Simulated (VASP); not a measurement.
# HgTe (F-43m) in VASP: a series of runs

The runs below take HgTe through single point, with b88 exchange, pbe correlation.

Program: VASP 6.6.1. These are calculated values, not measurements. Logs are shortened: lines on timing, memory, paths and dates and some standing lists are left out, and cuts for length are marked.

### Step 1. The cell of the first run

It takes space group F-43m (No. 216, cubic). Conventional cell: a = 6.514 Å, b = 6.514 Å, c = 6.514 Å, α = 90.00°, β = 90.00°, γ = 90.00°. Hg (site symmetry -43m) has 4 Te at 2.82 Å within 3.7 Å. Te (site symmetry -43m) has 4 Hg at 2.82 Å within 3.7 Å.

### Step 2. Single point, b88 exchange, pbe correlation

INCAR reads:

```
SYSTEM = HgTe
  ALGO = Normal
  EDIFF = 1E-6
  ENCUT = 500
  GGA = LIBXC
  GGA_COMPAT = .False.
  ISIF = 2
  ISMEAR = -1
  LASPH = .True.
  LCHARG = .False.
  LIBXC1 = GGA_X_B88
  LIBXC2 = GGA_C_PBE
  LREAL = .False.
  LWAVE = .False.
  NBANDS = 16
  NELM = 120
  PREC = Accurate
  SIGMA = 0.05
```

KPOINTS reads:

```
k-points
0
Gamma
  7 7 7
  0 0 0
```

POSCAR reads:

```
HgTe
1.0
    0.0000000000      3.2568009036      3.2568009036
    3.2568009036      0.0000000000      3.2568009036
    3.2568009036      3.2568009036      0.0000000000
Hg Te
1 1
Direct
    0.0000000000      0.0000000000      0.0000000000
    0.7500000000      0.7500000000      0.7500000000
```

Potentials or basis: VASP PAW PBE potentials, release 64 (Hg, Te).

Started as:

```bash
$ cat potpaw_PBE.64/Hg/POTCAR potpaw_PBE.64/Te/POTCAR > POTCAR
$ mpirun -np 1 vasp_std > vasp.out
```

OUTCAR:

```text
SYSTEM = HgTe
   EDIFF = 1E-6
   ENCUT = 500
   GGA = LIBXC
   ISIF = 2
   ISMEAR = -1
   LASPH = .True.
   LREAL = .False.
   NELM = 120
   PREC = Accurate

 ion  position               nearest neighbor table
   1  0.000  0.000  0.000-   2 2.82   2 2.82   2 2.82   2 2.82
   2  0.750  0.750  0.750-   1 2.82   1 2.82   1 2.82   1 2.82

  LATTYP: Found a face centered cubic cell.
 ALAT       =     6.5136018072

  Lattice vectors:

 A1 = (   0.0000000000,   3.2568009036,   3.2568009036)
 A2 = (   3.2568009036,   0.0000000000,   3.2568009036)
 A3 = (   3.2568009036,   3.2568009036,   0.0000000000)

Analysis of symmetry for initial positions (statically):
=====================================================================
 Subroutine PRICEL returns:
 Original cell was already a primitive cell.

 Routine SETGRP: Setting up the symmetry group for a
 face centered cubic supercell.

 Subroutine GETGRP returns: Found 24 space group operations
 (whereof 24 operations were pure point group operations)
 out of a pool of 48 trial point group operations.

The static configuration has the point symmetry T_d .

Analysis of symmetry for dynamics (positions and initial velocities):
=====================================================================
 Subroutine PRICEL returns:
 Original cell was already a primitive cell.

 Routine SETGRP: Setting up the symmetry group for a
 face centered cubic supercell.

 Subroutine GETGRP returns: Found 24 space group operations
 (whereof 24 operations were pure point group operations)
 out of a pool of 48 trial point group operations.

The dynamic configuration has the point symmetry T_d .

 Subroutine INISYM returns: Found 24 space group operations
 (whereof 24 operations are pure point group operations),
 and found     1 'primitive' translations

----------------------------------------------------------------------------------------

                                     Primitive cell

  volume of cell :      69.0882

  direct lattice vectors                    reciprocal lattice vectors
     0.000000000  3.256800904  3.256800904    -0.153524890  0.153524890  0.153524890
     3.256800904  0.000000000  3.256800904     0.153524890 -0.153524890  0.153524890
     3.256800904  3.256800904  0.000000000     0.153524890  0.153524890 -0.153524890

  length of vectors
     4.605812008  4.605812008  4.605812008     0.265912909  0.265912909  0.265912909

  position of ions in fractional coordinates (direct lattice)
     0.000000000  0.000000000  0.000000000
     0.750000000  0.750000000  0.750000000

  ion indices of the primitive-cell ions
   primitive index   ion index
                 1           1
                 2           2

----------------------------------------------------------------------------------------

 KPOINTS: k-points

Automatic generation of k-mesh.
 Grid dimensions read from file:
 generate k-points for:    7    7    7

 Generating k-lattice:

  Cartesian coordinates                     Fractional coordinates (reciprocal lattice)
    -0.021932127  0.021932127  0.021932127     0.142857143  0.000000000  0.000000000
     0.021932127 -0.021932127  0.021932127     0.000000000  0.142857143  0.000000000
     0.021932127  0.021932127 -0.021932127     0.000000000  0.000000000  0.142857143

  Length of vectors
     0.037987558  0.037987558  0.037987558

  Shift w.r.t. Gamma in fractional coordinates (k-lattice)
     0.000000000  0.000000000  0.000000000

 Subroutine IBZKPT returns following result:
 ===========================================

 Found     20 irreducible k-points:

 Following reciprocal coordinates:
            Coordinates               Weight
  0.000000  0.000000  0.000000      1.000000
  0.142857  0.000000  0.000000      8.000000
  0.285714  0.000000  0.000000      8.000000
  0.428571  0.000000  0.000000      8.000000
  0.142857  0.142857  0.000000      6.000000
  0.285714  0.142857  0.000000     24.000000
[... 12 lines left out ...]
 -0.428571  0.428571  0.142857     24.000000
 -0.285714  0.428571  0.142857     24.000000
   k-points           NKPTS =     20   k-points in BZ     NKDIM =     20   number of bands    NBANDS=     16
   number of dos      NEDOS =    301   number of ions     NIONS =      2
   total plane-waves  NPLWV =  46656
   dimension x,y,z NGX =    36 NGY =   36 NGZ =   36
   dimension x,y,z NGXF=    72 NGYF=   72 NGZF=   72
   ions per type =               1   1
   NGX,Y,Z   is equivalent  to a cutoff of  12.99, 12.99, 12.99 a.u.
   NGXF,Y,Z  is equivalent  to a cutoff of  25.99, 25.99, 25.99 a.u.
 SYSTEM =  HgTe
   PREC   = accura    normal or accurate (medium, high low for compatibility)
   ISTART =      0    job   : 0-new  1-cont  2-samecut
   ICHARG =      2    charge: 1-file 2-atom 10-const
   ISPIN  =      1    spin polarized calculation?
   LNONCOLLINEAR =      F non collinear calculations
   LSORBIT =      F    spin-orbit coupling
   LASPH  =      T    aspherical Exc in radial PAW
   ENCUT  =  500.0 eV  36.75 Ry    6.06 a.u.   8.40  8.40  8.40*2*pi/ulx,y,z
   NELM   =    120;   NELMIN=  2; NELMDL= -5     # of ELM steps
   EDIFF  = 0.1E-05   stopping-criterion for ELM
   LREAL  =      F    real-space projection
   EDIFFG = 0.1E-04   stopping-criterion for IOM
   NSW    =      0    number of steps for IOM
   IBRION =     -1    ionic relax: 0-MD 1-quasi-New 2-CG
   NFREE  =      0    steps in history (QN), initial steepest desc. (CG)
   ISIF   =      2    stress and relaxation
   ISYM   =      2    0-nonsym 1-usesym 2-fastsym
   POTIM  = 0.5000    time-step for ionic-motion
   TEBEG  =    0.0;   TEEND  =   0.0 temperature during run
   PSTRESS=    0.0 pullay stress
   NELECT =      18.0000    total number of electrons
   NUPDOWN=      -1.0000    fix difference up-down
   EMIN   =  10.00;   EMAX   =-10.00  energy-range for DOS
   EFERMI =   0.00;   METHOD = LEGACY
   ISMEAR =    -1;   SIGMA  =   0.05  broadening in eV -4-tet -1-fermi 0-gaus
   EFERMI_NEDOS =   21; number of points for ismear=-14 and -15
   IALGO  =     38    algorithm
   IMIX   =      4    mixing-type and parameters
     AMIX     =   0.40;   BMIX     =  1.00
     AMIX_MAG =   1.60;   BMIX_MAG =  1.00
  volume/ion in A,a.u.               =      34.54       233.11
  Fermi-wavevector in a.u.,A,eV,Ry     =   1.045597  1.975892 14.874892  1.093274
  Thomas-Fermi vector in A             =   2.180400
   LORBIT       =      0    0 simple, 1 ext, 2 COOP (PROOUT), +10 PAW based schemes
   GGA     = LIBXC    functional components
   LHFCALC =     F    Hartree Fock is set to
   AEXX    =    0.0000 exact exchange contribution
   IVDW    =     0    specifies the selected vdW correction
   LEPSILON=     F    determine dielectric tensor
   LRPA    =     F    only Hartree local field effects (RPA)
 non-spin polarized calculation
  energy-cutoff  :      500.00
  volume of cell :       69.09
 maximum number of plane-waves:      1807
 NGX is ok and might be reduce to    36
   NGX = 17   NGY = 17   NGZ = 17

 number of electron      18.0000002 magnetization

 Free energy of the ion-electron system (eV)
  ---------------------------------------------------
  ext. energy  EPLUGINS =         0.00000000
  ---------------------------------------------------
  free energy    TOTEN  =        -3.30217279 eV

  energy without entropy =       -3.30144031  energy(sigma->0) =       -3.30180655

 E-fermi :   2.8494     XC(G=0):  -8.6447

 val. band max:        2.8062606888   @ k =   0.0000   0.0000   0.0000
 cond. band min:       3.5099457181   @ k =   0.1429   0.0000   0.0000
 fundamental gap:      0.7036850293
 Fermi energy:         2.8494048975

 k-point     1 :       0.0000    0.0000    0.0000
  band No.  band energies     occupation
      1      -9.0230      2.00000
      2      -4.4181      2.00000
      3      -4.4181      2.00000
      4      -4.4181      2.00000
      5      -3.9168      2.00000
      6      -3.9168      2.00000
[... 8 lines left out ...]
     15      12.3413      0.00000
     16      12.3413      0.00000

 k-point     2 :       0.1429    0.0000    0.0000
  band No.  band energies     occupation
      1      -8.9286      2.00000
      2      -4.3921      2.00000
      3      -4.3921      2.00000
      4      -4.3780      2.00000
      5      -3.9190      2.00000
      6      -3.9190      2.00000
[... 8 lines left out ...]
     15      11.4911      0.00000
     16      11.4911      0.00000

 k-point     3 :       0.2857    0.0000    0.0000
  band No.  band energies     occupation
      1      -8.7043      2.00000
      2      -4.3394      2.00000
      3      -4.3394      2.00000
      4      -4.1931      2.00000
      5      -3.9153      2.00000
      6      -3.9153      2.00000
[... 8 lines left out ...]
     15      11.4465      0.00000
     16      11.4465      0.00000

 k-point     4 :       0.4286    0.0000    0.0000
  band No.  band energies     occupation
      1      -8.5113      2.00000
      2      -4.3054      2.00000
      3      -4.3054      2.00000
      4      -3.9003      2.00000
      5      -3.9003      2.00000
      6      -3.7725      2.00000
[... 8 lines left out ...]
     15      12.4626      0.00000
     16      12.4626      0.00000

 k-point     5 :       0.1429    0.1429    0.0000
  band No.  band energies     occupation
      1      -8.8968      2.00000
      2      -4.3995      2.00000
      3      -4.3664      2.00000
      4      -4.3664      2.00000
      5      -3.9342      2.00000
      6      -3.9058      2.00000
[... 8 lines left out ...]
     15      10.9338      0.00000
     16      12.4445      0.00000

 k-point     6 :       0.2857    0.1429    0.0000
  band No.  band energies     occupation
      1      -8.7144      2.00000
      2      -4.3498      2.00000
      3      -4.3083      2.00000
      4      -4.2578      2.00000
      5      -3.9350      2.00000
      6      -3.8963      2.00000
[... 8 lines left out ...]
     15      11.9290      0.00000
     16      12.2653      0.00000

 k-point     7 :       0.4286    0.1429    0.0000
  band No.  band energies     occupation
      1      -8.5073      2.00000
      2      -4.3013      2.00000
      3      -4.2680      2.00000
      4      -4.0077      2.00000
      5      -3.8899      2.00000
      6      -3.8266      2.00000
[... 8 lines left out ...]
     15      12.0933      0.00000
     16      12.9094      0.00000

 k-point     8 :      -0.4286    0.1429    0.0000
  band No.  band energies     occupation
      1      -8.4407      2.00000
      2      -4.2840      2.00000
      3      -4.2679      2.00000
      4      -3.9245      2.00000
      5      -3.9042      2.00000
      6      -3.6128      2.00000
[... 8 lines left out ...]
     15      12.2761      0.00000
     16      12.3802      0.00000

 k-point     9 :      -0.2857    0.1429    0.0000
  band No.  band energies     occupation
      1      -8.5722      2.00000
      2      -4.3054      2.00000
      3      -4.2953      2.00000
      4      -4.0597      2.00000
      5      -3.9303      2.00000
      6      -3.8744      2.00000
[... 8 lines left out ...]
     15      11.6028      0.00000
     16      12.9498      0.00000
[... 96 lines left out ...]
 k-point    15 :       0.4286    0.4286    0.0000
  band No.  band energies     occupation
      1      -8.3326      2.00000
      2      -4.2404      2.00000
      3      -4.1157      2.00000
      4      -4.1157      2.00000
      5      -3.8608      2.00000
      6      -3.6320      2.00000
[... 8 lines left out ...]
     15      13.0395      0.00000
     16      14.7275      0.00000

 k-point    16 :      -0.4286    0.4286    0.0000
  band No.  band energies     occupation
      1      -8.2951      2.00000
      2      -4.2273      2.00000
      3      -4.1149      2.00000
      4      -4.0775      2.00000
      5      -3.8707      2.00000
      6      -3.4365      2.00000
[... 8 lines left out ...]
     15      13.0643      0.00000
     16      14.2689      0.00000

 k-point    17 :       0.4286    0.2857    0.1429
  band No.  band energies     occupation
      1      -8.5384      2.00000
      2      -4.2920      2.00000
      3      -4.2544      2.00000
      4      -4.1233      2.00000
      5      -3.9074      2.00000
      6      -3.8668      2.00000
[... 8 lines left out ...]
     15      12.9987      0.00000
     16      13.2236      0.00000

 k-point    18 :      -0.4286    0.2857    0.1429
  band No.  band energies     occupation
      1      -8.3908      2.00000
      2      -4.2507      2.00000
      3      -4.2237      2.00000
      4      -3.9817      2.00000
      5      -3.9052      2.00000
      6      -3.6203      2.00000
[... 8 lines left out ...]
     15      12.6827      0.00000
     16      13.4097      0.00000

 k-point    19 :      -0.4286    0.4286    0.1429
  band No.  band energies     occupation
      1      -8.3254      2.00000
      2      -4.2197      2.00000
      3      -4.1615      2.00000
      4      -4.0536      2.00000
      5      -3.8857      2.00000
      6      -3.5276      2.00000
[... 8 lines left out ...]
     15      13.4542      0.00000
     16      13.8640      0.00000

 k-point    20 :      -0.2857    0.4286    0.1429
  band No.  band energies     occupation
      1      -8.3089      2.00000
      2      -4.2172      2.00000
      3      -4.1709      2.00000
      4      -3.9789      2.00000
      5      -3.9262      2.00000
      6      -3.3935      2.00000
[... 8 lines left out ...]
     15      12.8651      0.00000
     16      14.5500      0.00000

------------------------ aborting loop because EDIFF is reached ----------------------------------------

  FORCE on cell =-STRESS in cart. coord.  units (eV):
  Direction    XX          YY          ZZ          XY          YZ          ZX
  --------------------------------------------------------------------------------------
  -------------------------------------------------------------------------------------
  Total        1.0859994      1.0859994      1.0859994     -0.0000000      0.0000000      0.0000000
  in kB       25.1846860     25.1846860     25.1846860     -0.0000000      0.0000000      0.0000000
  external PRESSURE =      25.1846860 kB  Pullay stress =       0.0000000 kB

 VOLUME and BASIS-vectors are now :
 -----------------------------------------------------------------------------
  energy-cutoff  :      500.00
  volume of cell :       69.09
      direct lattice vectors                 reciprocal lattice vectors
     0.000000000  3.256800904  3.256800904    -0.153524890  0.153524890  0.153524890
     3.256800904  0.000000000  3.256800904     0.153524890 -0.153524890  0.153524890
     3.256800904  3.256800904  0.000000000     0.153524890  0.153524890 -0.153524890

 POSITION                                       TOTAL-FORCE (eV/Angst)
 -----------------------------------------------------------------------------------
      0.00000      0.00000      0.00000        -0.000000     -0.000000     -0.000000
      4.88520      4.88520      4.88520         0.000000      0.000000      0.000000
 -----------------------------------------------------------------------------------
    total drift:                                0.000000      0.000000      0.000000

  FREE ENERGIE OF THE ION-ELECTRON SYSTEM (eV)
  ---------------------------------------------------
  free  energy   TOTEN  =        -3.3021727874 eV

  energy  without entropy=       -3.3014403138  energy(sigma->0) =       -3.30180655
```

Wall time 26 s (1 thread of Intel Xeon Platinum 8259CL at 2.50GHz (Skylake/Cascade Lake), shared host); peak memory 0.21 GiB.

What came out:

```
Free energy            : -3.3022 eV
Pressure               : 2.5 GPa
Band gap on the k mesh : zero (filled and empty bands touch)
```

Levels at points of the mesh, in eV from the Fermi level:
| k point | band 6 | band 7 | band 8 | band 9 | band 10 | band 11 | band 12 | band 13 |
| --- | --- | --- | --- | --- | --- | --- | --- | --- |
| (0.00, 0.00, 0.00) | -6.77 | -0.84 | -0.04 | -0.04 | -0.04 | 4.24 | 4.24 | 4.24 |

Caveat: semilocal functionals underestimate gaps, so a narrow gap can read as zero; the PAW data sets were made with another functional, which shifts forces and pressure a little; spin-orbit coupling is left out, which moves the levels of the heavy elements.

### Step 3. Single point, b88 exchange, pbe correlation

This run uses another cell than the first one, of 35.21 Å³/atom.

INCAR reads:

```
PREC     = Accurate       # precision mode
ENCUT    = 500            # plane-wave cutoff, eV
EDIFF    = 1E-6           # SCF threshold, eV
ISMEAR   = -1             # smearing method
SIGMA    = 0.05           # smearing width, eV
LREAL    = F              # projectors in reciprocal space
LASPH    = T              # aspherical terms in the spheres
NELM     = 120            # most SCF steps
ALGO     = Normal         # electronic algorithm
ISIF     = 2              # what is computed and relaxed
LWAVE    = F              # write WAVECAR
LCHARG   = T              # write CHGCAR
GGA      = LIBXC          # functional
LIBXC1   = GGA_X_B88    
LIBXC2   = GGA_C_PBE    
LELF     = T              # ELF
LVHAR    = T            
NBANDS   = 16             # bands
GGA_COMPAT= F
```

KPOINTS reads:

```
regular mesh
0
Gamma
  7 7 7
```

POSCAR reads:

```
HgTe
1.0
    0.0000000000      3.2775454177      3.2775454177
    3.2775454177      0.0000000000      3.2775454177
    3.2775454177      3.2775454177      0.0000000000
Hg Te
1 1
Direct
    0.0000000000      0.0000000000      0.0000000000
    0.7500000000      0.7500000000      0.7500000000
```

Potentials or basis: VASP PAW PBE potentials, release 64 (Hg, Te).

Started as:

```bash
$ cat potpaw_PBE.64/Hg/POTCAR potpaw_PBE.64/Te/POTCAR > POTCAR
$ mpirun -np 1 vasp_std > vasp.out
```

It took 27 s on 1 thread of Intel Xeon Platinum 8259CL at 2.50GHz (Skylake/Cascade Lake), shared host; peak memory 0.21 GiB.

Results (log left out):

```yaml
Free_energy: -3.3198 eV
Pressure: 1.7 GPa
Band_gap_on_the_k_mesh: zero (filled and empty bands touch)
```

Levels at points of the mesh, in eV from the Fermi level:
| k point | band 5 | band 6 | band 7 | band 8 | band 9 | band 10 | band 11 | band 12 | band 13 | band 14 |
| --- | --- | --- | --- | --- | --- | --- | --- | --- | --- | --- |
| (0.00, 0.00, 0.00) | -6.68 | -6.68 | -0.88 | -0.04 | -0.04 | -0.04 | 4.27 | 4.27 | 4.27 | 6.52 |

Caveat: semilocal functionals underestimate gaps, so a narrow gap can read as zero; the PAW data sets were made with another functional, which shifts forces and pressure a little; spin-orbit coupling is left out, which moves the levels of the heavy elements.
